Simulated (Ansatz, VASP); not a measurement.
**LaSiO: VASP beside Ansatz**

```
La Si O
1.0
     3.81134    0.00000    0.00000
     0.00000    3.81134    0.00000
     0.00000    0.00000    6.39057
La Si O
2 2 2
Direct
  0.00000 0.50000 0.82593
  0.50000 0.00000 0.17407
  0.50000 0.00000 0.62788
  0.00000 0.50000 0.37212
  0.00000 0.00000 0.00000
  0.50000 0.50000 0.00000
```

Change from the starting cell: species swapped into the NdClO type (P4/nmm, No. 129).

Alike in both runs: task single point; functional PBE; k mesh 4 × 4 × 4; occupations gaussian, width 0.1 eV; no spin polarisation.

|  | VASP | Ansatz |
| --- | --- | --- |
| version | VASP 6.6.1 | Ansatz 0.2.0 |
| potentials or method | VASP PAW PBE potentials, release 64 (La, Si, O), cutoff 520 eV | scalar-relativistic, plane waves, PAW |
| valence electrons in the cell | 42 | 42 |

```tsv
	VASP	Ansatz	Ansatz less VASP
gap on the k mesh at the Fermi level (eV)	none	none	-
rms of the force components (eV/Å)	1.063	1.068	+0.0050
```

Atom by atom the forces differ by 0.015 eV/Å (rms over components). A gap of «none» marks a metal or a gap that the smearing closes.

The k mesh is coarse, so the values compare programs but aren't converged. Spin-orbit coupling is off throughout.
